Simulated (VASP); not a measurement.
A run of VASP 6.6.1 is set up as follows.

Contents of INCAR:

```
SYSTEM = InSb
  PREC = Accurate
  ENCUT = 520
  EDIFF = 1E-6
  ISMEAR = 0
  SIGMA = 0.1
  LREAL = .False.
  LASPH = .True.
  NELM = 60
  ALGO = Normal
  ISIF = 2
  LWAVE = .False.
  LCHARG = .False.
  GGA = CA
  NBANDS = 16
```

KPOINTS

```
regular mesh
0
Gamma
  6 6 4
  0 0 0
```

Contents of POSCAR:

```
InSb
1.0
    3.0766560000      0.0000000000      0.0000000000
    0.0000000000      3.0766560000      0.0000000000
    0.0000000000      0.0000000000      6.2154700000
In Sb
1 1
Direct
    0.0000000000      0.0000000000      0.0000000000
    0.0000000000      0.0000000000      0.5000000000
```

Potentials or basis: VASP PAW LDA potentials, release 64 (In_d, Sb).

Command:

```sh
$ cat potpaw_LDA.64/In_d/POTCAR potpaw_LDA.64/Sb/POTCAR > POTCAR
$ mpirun -np 1 vasp_std > vasp.out
```

(1) What does it give for the pressure?

(2) Estimate the band gap on the k mesh.

Answers

(1) -3.1 GPa.

(2) zero (band 9 reaches 10.67 eV, above the bottom of band 10 at 4.81 eV).

Caveat: spin-orbit coupling is left out, which moves the levels of the heavy elements.
